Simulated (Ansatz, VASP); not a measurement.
# Sb in VASP and in Ansatz

```
Sb
1.0
     2.19645    1.26812    3.83170
    -2.19645    1.26812    3.83170
     0.00000   -2.53624    3.83170
Sb
2
Direct
  0.76651 0.76651 0.76651
  0.23349 0.23349 0.23349
```

Alike in both runs: task single point; functional B3LYP5; k mesh 4 × 4 × 4; occupations fermi-dirac, width 0.05 eV; no spin polarisation.

```csv
,VASP,Ansatz
version,VASP 6.6.1,Ansatz 0.2.0
potentials or method,"VASP PAW PBE potentials, release 64 (Sb_d_GW)",Ansatz PAW
plane-wave cutoff (eV),400,420
valence electrons in the cell,30,30
```

VASP gave:

- gap on the k mesh at the Fermi level (eV): 0.86
- least direct gap on the mesh (eV): 0.91
- rms of the force components (eV/Å): 0.361

Task: Which values does Ansatz return?

Result: gap on the k mesh at the Fermi level (eV): 0.79; least direct gap on the mesh (eV): 0.84; rms of the force components (eV/Å): 0.376.

VASP's potentials were made for PBE, not for B3LYP5. Atom by atom the forces differ by 0.015 eV/Å (rms over components).

The k mesh is coarse, so the values compare programs but aren't converged. Neither program's run includes spin-orbit coupling.
